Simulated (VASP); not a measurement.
# SrO3 (I4/mcm) in VASP: single point with PBE

Aim: the single point of SrO3 with PBE.

Everything below comes from runs of VASP 6.6.1. Logs are shortened: lines on timing, memory, paths and dates and some standing lists are left out, and cuts for length are marked.

### 1 The cell of the first run

The structure is tetragonal, space group I4/mcm (No. 140). Conventional cell: a = 6.252 Å, b = 6.252 Å, c = 9.099 Å, α = 90.00°, β = 90.00°, γ = 90.00°. Sr (site symmetry 4/m) has 6 O at 2.27 to 2.70 Å within 3.0 Å. Within 1.7 Å of O (site symmetry m2m) lie 1 O at 1.30 Å. Within 3.0 Å of O (site symmetry 422) lie 2 Sr at 2.27 Å.

### 2 Single point, PBE, collinear spin, ferromagnetic start

File INCAR:

```
  ALGO = Normal
  EDIFF = 1E-6
  ENCUT = 520
  GGA = PE
  ISIF = 2
  ISMEAR = 0
  ISPIN = 2
  LASPH = T
  LCHARG = T
  LELF = T
  LORBIT = 11
  LREAL = F
  LVHAR = T
  LWAVE = F
  MAGMOM = 0 0 1 1 1 1 1 1
  NBANDS = 42
  NELM = 150
  PREC = Accurate
  SIGMA = 0.1
```

File KPOINTS:

```
k-points
0
Gamma
  4 4 4
```

File POSCAR:

```
SrO3
1.0
   -3.1261330294      3.1261330294      4.5493455401
    3.1261330294     -3.1261330294      4.5493455401
    3.1261330294      3.1261330294     -4.5493455401
Sr O
2 6
Direct
    0.5000000000      0.5000000000      0.0000000000
    0.0000000000      0.0000000000      0.0000000000
    0.4262901574      0.9262901574      0.3525803148
    0.9262901574      0.5737098426      0.5000000000
    0.7500000000      0.7500000000      0.0000000000
    0.5737098426      0.0737098426      0.6474196852
    0.0737098426      0.4262901574      0.5000000000
    0.2500000000      0.2500000000      0.0000000000
```

Potentials or basis: VASP PAW PBE potentials, release 64 (Sr_sv, O).

Run with:

```console
$ cat potpaw_PBE.64/Sr_sv/POTCAR potpaw_PBE.64/O/POTCAR > POTCAR
$ mpirun -np 1 vasp_std > vasp.out
```

OUTCAR:

```text
EDIFF = 1E-6
   ENCUT = 520
   GGA = PE
   ISIF = 2
   ISMEAR = 0
   ISPIN = 2
   LASPH = T
   LORBIT = 11
   LREAL = F
   NELM = 150
   PREC = Accurate

 ion  position               nearest neighbor table
   1  0.500  0.500  0.000-   5 2.27   8 2.27   4 2.70   7 2.70   3 2.70   6 2.70   2 4.42   2 4.42
                             2 4.42   2 4.42   2 4.55   2 4.55
   2  0.000  0.000  0.000-   5 2.27   8 2.27   7 2.70   4 2.70   6 2.70   3 2.70   1 4.42   1 4.42
                             1 4.42   1 4.42   1 4.55   1 4.55
   3  0.426  0.926  0.353-   6 1.30   2 2.70   1 2.70
   4  0.926  0.574  0.500-   7 1.30   2 2.70   1 2.70
   5  0.750  0.750  0.000-   1 2.27   2 2.27
   6  0.574  0.074  0.647-   3 1.30   2 2.70   1 2.70
   7  0.074  0.426  0.500-   4 1.30   1 2.70   2 2.70
   8  0.250  0.250  0.000-   1 2.27   2 2.27

  LATTYP: Found a body centered tetragonal cell.
 ALAT       =     6.2522660588
 C/A-ratio  =     1.4552629390

  Lattice vectors:

 A1 = (  -3.1261330294,   3.1261330294,   4.5493455401)
 A2 = (   3.1261330294,  -3.1261330294,   4.5493455401)
 A3 = (   3.1261330294,   3.1261330294,  -4.5493455401)

Analysis of symmetry for initial positions (statically):
=====================================================================
 Subroutine PRICEL returns:
 Original cell was already a primitive cell.

 Routine SETGRP: Setting up the symmetry group for a
 body centered tetragonal supercell.

 Subroutine GETGRP returns: Found 16 space group operations
 (whereof  8 operations were pure point group operations)
 out of a pool of 16 trial point group operations.

The static configuration has the point symmetry C_4h.
 The point group associated with its full space group is D_4h.

Analysis of symmetry for dynamics (positions and initial velocities):
=====================================================================
 Subroutine PRICEL returns:
 Original cell was already a primitive cell.

 Routine SETGRP: Setting up the symmetry group for a
 body centered tetragonal supercell.

 Subroutine GETGRP returns: Found 16 space group operations
 (whereof  8 operations were pure point group operations)
 out of a pool of 16 trial point group operations.

The dynamic configuration has the point symmetry C_4h.
 The point group associated with its full space group is D_4h.

Analysis of structural, dynamic, and magnetic symmetry:
=====================================================================
 Subroutine PRICEL returns:
 Original cell was already a primitive cell.

 Routine SETGRP: Setting up the symmetry group for a
 body centered tetragonal supercell.

 Subroutine GETGRP returns: Found 16 space group operations
 (whereof  8 operations were pure point group operations)
 out of a pool of 16 trial point group operations.

The overall configuration has the point symmetry C_4h.
 The point group associated with its full space group is D_4h.

 Subroutine INISYM returns: Found 16 space group operations
 (whereof  8 operations are pure point group operations),
 and found     1 'primitive' translations

----------------------------------------------------------------------------------------

                                     Primitive cell

  volume of cell :     177.8377

  direct lattice vectors                    reciprocal lattice vectors
    -3.126133029  3.126133029  4.549345540     0.000000000  0.159942010  0.109905918
     3.126133029 -3.126133029  4.549345540     0.159942010  0.000000000  0.109905918
     3.126133029  3.126133029 -4.549345540     0.159942010  0.159942010  0.000000000

  length of vectors
     6.343655120  6.343655120  6.343655120     0.194063797  0.194063797  0.226192160

  position of ions in fractional coordinates (direct lattice)
     0.500000000  0.500000000  0.000000000
     0.000000000  0.000000000  0.000000000
     0.426290157  0.926290157  0.352580315
     0.926290157  0.573709843  0.500000000
     0.750000000  0.750000000  0.000000000
     0.573709843  0.073709843  0.647419685
     0.073709843  0.426290157  0.500000000
     0.250000000  0.250000000  0.000000000

  ion indices of the primitive-cell ions
[... 46 lines left out ...]
 -0.250000  0.250000  0.250000      4.000000
  0.500000  0.500000  0.250000      4.000000
 -0.250000  0.500000  0.250000      8.000000
 -0.250000 -0.250000  0.250000      2.000000
  0.500000  0.500000  0.500000      1.000000
   k-points           NKPTS =     13   k-points in BZ     NKDIM =     13   number of bands    NBANDS=     42
   number of dos      NEDOS =    301   number of ions     NIONS =      8
   total plane-waves  NPLWV = 110592
   dimension x,y,z NGX =    48 NGY =   48 NGZ =   48
   dimension x,y,z NGXF=    96 NGYF=   96 NGZF=   96
   ions per type =               2   6
   NGX,Y,Z   is equivalent  to a cutoff of  12.58, 12.58, 12.58 a.u.
   NGXF,Y,Z  is equivalent  to a cutoff of  25.16, 25.16, 25.16 a.u.
 SYSTEM =  unknown system
   PREC   = accura    normal or accurate (medium, high low for compatibility)
   ISTART =      0    job   : 0-new  1-cont  2-samecut
   ICHARG =      2    charge: 1-file 2-atom 10-const
   ISPIN  =      2    spin polarized calculation?
   LNONCOLLINEAR =      F non collinear calculations
   LSORBIT =      F    spin-orbit coupling
   LASPH  =      T    aspherical Exc in radial PAW
   ENCUT  =  520.0 eV  38.22 Ry    6.18 a.u.  11.79 11.79 11.79*2*pi/ulx,y,z
   NELM   =    150;   NELMIN=  2; NELMDL= -5     # of ELM steps
   EDIFF  = 0.1E-05   stopping-criterion for ELM
   LREAL  =      F    real-space projection
[... 7 lines left out ...]
   TEBEG  =    0.0;   TEEND  =   0.0 temperature during run
   PSTRESS=    0.0 pullay stress
   NELECT =      56.0000    total number of electrons
   NUPDOWN=      -1.0000    fix difference up-down
   EMIN   =  10.00;   EMAX   =-10.00  energy-range for DOS
   EFERMI =   0.00;   METHOD = LEGACY
   ISMEAR =     0;   SIGMA  =   0.10  broadening in eV -4-tet -1-fermi 0-gaus
   EFERMI_NEDOS =   21; number of points for ismear=-14 and -15
   IALGO  =     38    algorithm
   IMIX   =      4    mixing-type and parameters
     AMIX     =   0.40;   BMIX     =  1.00
     AMIX_MAG =   1.60;   BMIX_MAG =  1.00
  volume/ion in A,a.u.               =      22.23       150.01
  Fermi-wavevector in a.u.,A,eV,Ry     =   1.113772  2.104724 16.877860  1.240488
  Thomas-Fermi vector in A             =   2.250360
   LORBIT       =     11    0 simple, 1 ext, 2 COOP (PROOUT), +10 PAW based schemes
   GGA     = PE    functional components
   LHFCALC =     F    Hartree Fock is set to
   AEXX    =    0.0000 exact exchange contribution
   IVDW    =     0    specifies the selected vdW correction
   LEPSILON=     F    determine dielectric tensor
   LRPA    =     F    only Hartree local field effects (RPA)
 spin polarized calculation
 Gauss-broadening in eV      SIGMA  =   0.10
  energy-cutoff  :      520.00
  volume of cell :      177.84
 maximum number of plane-waves:      4824
   NGX = 23   NGY = 23   NGZ = 23

 number of electron      56.0000006 magnetization       3.9994093

 Free energy of the ion-electron system (eV)
  ---------------------------------------------------
  ext. energy  EPLUGINS =         0.00000000
  ---------------------------------------------------
  free energy    TOTEN  =       -41.02251551 eV

  energy without entropy =      -40.98490172  energy(sigma->0) =      -41.00370861

 E-fermi :  -1.1193     XC(G=0):  -7.3684

 val. band max:       -1.1348269249   @ k =  -0.2500   0.2500   0.0000
 cond. band min:      -1.1183218362   @ k =   0.2500   0.2500   0.0000
 fundamental gap:      0.0165050887
 Fermi energy:        -1.1192915299

 spin component 1

 k-point     1 :       0.0000    0.0000    0.0000
  band No.  band energies     occupation
      1     -34.1820      1.00000
      2     -34.1626      1.00000
      3     -25.6618      1.00000
      4     -25.6574      1.00000
      5     -18.4562      1.00000
      6     -17.0549      1.00000
[... 548 lines left out ...]
     39       6.9161      0.00000
     40       7.3563      0.00000
 Fermi energy:        -1.1192915299

 spin component 2

 k-point     1 :       0.0000    0.0000    0.0000
  band No.  band energies     occupation
      1     -34.1577      1.00000
      2     -34.1398      1.00000
      3     -24.9065      1.00000
      4     -24.9008      1.00000
      5     -17.7995      1.00000
      6     -16.7283      1.00000
[... 548 lines left out ...]
     39       6.9104      0.00000
     40       7.5645      0.00000
 [bands above 40 left out]

------------------------ aborting loop because EDIFF is reached ----------------------------------------

  FORCE on cell =-STRESS in cart. coord.  units (eV):
  Direction    XX          YY          ZZ          XY          YZ          ZX
  --------------------------------------------------------------------------------------
  -------------------------------------------------------------------------------------
  Total        0.2421070      0.2421070      0.3036325      0.0000000      0.0000000      0.0000000
  in kB        2.1811928      2.1811928      2.7354895      0.0000000      0.0000000      0.0000000
  external PRESSURE =       2.3659583 kB  Pullay stress =       0.0000000 kB

 VOLUME and BASIS-vectors are now :
 -----------------------------------------------------------------------------
  energy-cutoff  :      520.00
  volume of cell :      177.84
      direct lattice vectors                 reciprocal lattice vectors
    -3.126133029  3.126133029  4.549345540     0.000000000  0.159942010  0.109905918
     3.126133029 -3.126133029  4.549345540     0.159942010  0.000000000  0.109905918
     3.126133029  3.126133029 -4.549345540     0.159942010  0.159942010  0.000000000

 POSITION                                       TOTAL-FORCE (eV/Angst)
 -----------------------------------------------------------------------------------
      0.00000      0.00000      4.54935        -0.000000     -0.000000      0.000000
      0.00000      0.00000      0.00000        -0.000000     -0.000000      0.000000
      2.66528     -0.46085      4.54935        -0.354073     -0.354073     -0.000000
      0.46085      2.66528      4.54935         0.354073     -0.354073     -0.000000
      0.00000      0.00000      6.82402        -0.000000     -0.000000      0.000000
      0.46085      3.58699      0.00000         0.354073      0.354073      0.000000
      2.66528      0.46085      0.00000        -0.354073      0.354073      0.000000
      0.00000      0.00000      2.27467        -0.000000     -0.000000      0.000000
 -----------------------------------------------------------------------------------
    total drift:                               -0.000000      0.000000      0.000000

  FREE ENERGIE OF THE ION-ELECTRON SYSTEM (eV)
  ---------------------------------------------------
  free  energy   TOTEN  =       -41.0225155092 eV

  energy  without entropy=      -40.9849017200  energy(sigma->0) =      -41.00370861

 total charge

# of ion       s       p       d       tot
------------------------------------------
    1        2.005   5.783   0.258   8.046
    2        2.005   5.783   0.258   8.046
    3        1.585   3.331   0.000   4.916
    4        1.585   3.331   0.000   4.916
    5        1.587   3.273   0.000   4.860
    6        1.585   3.331   0.000   4.916
    7        1.585   3.331   0.000   4.916
    8        1.587   3.273   0.000   4.860
--------------------------------------------------
tot         13.521  31.438   0.516  45.474

 magnetization (x)

# of ion       s       p       d       tot
------------------------------------------
    1       -0.002   0.030  -0.014   0.014
    2       -0.002   0.030  -0.014   0.014
    3        0.007   0.491   0.000   0.498
    4        0.007   0.491   0.000   0.498
    5        0.008   0.614   0.000   0.622
    6        0.007   0.491   0.000   0.498
    7        0.007   0.491   0.000   0.498
    8        0.008   0.614   0.000   0.622
--------------------------------------------------
tot          0.042   3.251  -0.029   3.265
```

It took 3.7 min on 1 thread of Intel Xeon Platinum 8488C (Sapphire Rapids), shared host; peak memory 0.46 GiB.

Results:

```
Free energy                                           : -41.0225 eV
Pressure                                              : 0.2 GPa
Largest force                                         : 0.501 eV/Å
Band gap on the k mesh                                : zero (filled and empty bands overlap)
Net moment                                            : 4.00 μB per cell
Site moments                                          : Sr +0.01; O +0.50, +0.62 (each value once) μB
Valence electrons inside the program's atomic spheres : Sr 8.05; O 4.92, 4.86 (each value once)
```

Forces in eV/Å, atoms in the order of the input:
```
Sr   0.000  0.000  0.000
Sr   0.000  0.000  0.000
O   -0.354 -0.354  0.000
O    0.354 -0.354  0.000
O    0.000  0.000  0.000
O    0.354  0.354  0.000
O   -0.354  0.354  0.000
O    0.000  0.000  0.000
```

Levels at points of the mesh, in eV from the Fermi level:
Spin up:
```tsv
k point	band 28	band 29	band 30	band 31	band 32	band 33
(0.00, 0.00, 0.00)	-0.77	-0.77	-0.54	4.28	4.72	6.40
(0.50, 0.00, 0.00)	-0.88	-0.82	-0.82	4.77	4.77	6.29
(0.50, 0.50, 0.00)	-0.64	-0.55	-0.52	4.29	4.66	6.60
(0.50, 0.50, 0.50)	-0.88	-0.88	-0.53	4.80	5.85	6.08
```
Spin down:
```
           k point  band 24  band 25  band 26  band 27  band 28  band 29
(0.00, 0.00, 0.00)    -0.40    -0.32     0.14     0.14     0.80     0.86
(0.50, 0.00, 0.00)    -0.30    -0.22    -0.22    -0.05    -0.05     0.77
(0.50, 0.50, 0.00)    -0.16     0.01     0.21     0.37     0.61     0.65
(0.50, 0.50, 0.50)    -0.33    -0.33    -0.09    -0.09     0.70     0.70
```

Caveat: semilocal functionals underestimate gaps, and a narrow one can read as zero.
